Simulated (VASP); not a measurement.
Write the native input for VASP 6.6.1 that does the following.

```yaml
Task: single point
Functional: PBEsol
Potentials_or_basis: VASP PAW PBE potentials, release 64 (Ir_sv_GW)
Cutoff: 560 eV
k_mesh: 24 × 24 × 24
Occupations: fermi-dirac, width 0.05 eV
Spin: no spin polarisation
Dipole_correction: no
Further_INCAR_settings: ALGO = Normal; EDIFF = 1e-06; NBANDS = 14
```

The structure of Ir lies in POSCAR:

```
Ir
1.0
    0.0000000000      1.9136038908      1.9136038908
    1.9136038908      0.0000000000      1.9136038908
    1.9136038908      1.9136038908      0.0000000000
Ir
1
Direct
    0.0000000000      0.0000000000      0.0000000000
```

The input as run:

INCAR

```
ALGO = Normal
EDIFF = 1E-6
ENCUT = 560
GGA = PS
GGA_COMPAT = F
ISIF = 2
ISMEAR = -1
LASPH = T
LCHARG = F
LREAL = F
LWAVE = F
NBANDS = 14
NELM = 120
PREC = Accurate
SIGMA = 0.05
```

KPOINTS

```
k-points
0
Gamma
  24 24 24
```

Potentials or basis: VASP PAW PBE potentials, release 64 (Ir_sv_GW).

Run with:

```bash
$ cat potpaw_PBE.64/Ir_sv_GW/POTCAR > POTCAR
$ mpirun -np 1 vasp_std > vasp.out
```

Results of the run:

```
Pressure               : -0.9 GPa
Band gap on the k mesh : zero (an odd number of electrons rules out a gap without spin polarisation)
```

Caveat: the PAW data sets were made with another functional, which shifts forces and pressure a little; spin-orbit coupling is left out, which moves the levels of the heavy elements.

Wall time 63 s on 1 thread of Intel(R) Xeon(R) Platinum 8259CL CPU @ 2.50GHz (Skylake/Cascade Lake) (shared host), peak memory 0.22 GiB.
